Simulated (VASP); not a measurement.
A run of VASP 6.6.1:

POSCAR

```
Ti2H
1.0
    4.2253185686      0.0000000000      0.0000000000
    0.0000000000      4.2253185686      0.0000000000
    0.0000000000      0.0000000000      4.2253185686
Ti H
4 2
Direct
    0.2500000000      0.7500000000      0.2500000000
    0.7500000000      0.2500000000      0.2500000000
    0.2500000000      0.2500000000      0.7500000000
    0.7500000000      0.7500000000      0.7500000000
    0.0000000000      0.0000000000      0.0000000000
    0.5000000000      0.5000000000      0.5000000000
```

Contents of INCAR.step1:

```
SYSTEM = Ti2H
PREC = Accurate
ENCUT = 520
ISMEAR = 0
SIGMA = 0.1
LREAL = .False.
LASPH = .True.
NELM = 100
NBANDS = 34
GGA = PE
ALGO = Normal
EDIFF = 1E-4
LWAVE = .True.
LCHARG = .False.
```

The input INCAR.step2:

```
SYSTEM = Ti2H
PREC = Accurate
ENCUT = 520
EDIFF = 1E-7
ISMEAR = 0
SIGMA = 0.1
LREAL = .False.
LASPH = .True.
NELM = 100
ALGO = Normal
ISIF = 2
LWAVE = .False.
LCHARG = .False.
METAGGA = R2SCAN
LMIXTAU = .True.
NBANDS = 34
ISTART = 1
```

The input KPOINTS:

```
regular mesh
0
Gamma
  8 8 8
  0 0 0
```

Potentials or basis: VASP PAW PBE potentials, release 64 (Ti_sv, H).

Launch:

```sh
$ cat potpaw_PBE.64/Ti_sv/POTCAR potpaw_PBE.64/H/POTCAR > POTCAR
$ cp INCAR.step1 INCAR
$ mpirun -np 1 vasp_std > vasp.out
$ cp INCAR.step2 INCAR
$ mpirun -np 1 vasp_std > vasp.out
```

Hardware: 1 thread of Intel(R) Xeon(R) Platinum 8488C (Sapphire Rapids), with other jobs on the host.

Question: Estimate the wall time of this run.

Answer: Run time: 3.8 min on 1 thread of Intel(R) Xeon(R) Platinum 8488C (Sapphire Rapids) (shared host), peak memory 0.22 GiB. Counts: k points 35.
